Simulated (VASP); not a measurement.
Crystal: Cu.

```
Cu
1.0
     2.51247    0.00000    0.00000
    -1.25624    2.17586    0.00000
     0.00000    0.00000    2.46432
Cu
1
Direct
  0.00000 0.00000 0.00000
```

Base run:

* Program: VASP 6.6.1
* Functional: PBE
* Potentials or basis: VASP PAW PBE potentials, release 64 (Cu)
* Cutoff: 520 eV
* k mesh: 18 × 18 × 16
* Occupations: fermi-dirac, width 0.05 eV
* Spin: no spin polarisation

Its results: pressure -3.3 GPa.

Problem. The run is repeated on the same cell with these changes: potentials or basis from VASP PAW PBE potentials, release 64 (Cu) to VASP PAW PBE potentials, release 64 (Cu_sv_GW); cutoff from 520 eV to 700 eV; further incar settings from ALGO = Normal; EDIFF = 1e-07; NBANDS = 12 to ALGO = Normal; EDIFF = 1e-06; NBANDS = 16; valence electrons from 11 to 19. What comes out?

Solution. Pressure -8.2 GPa.
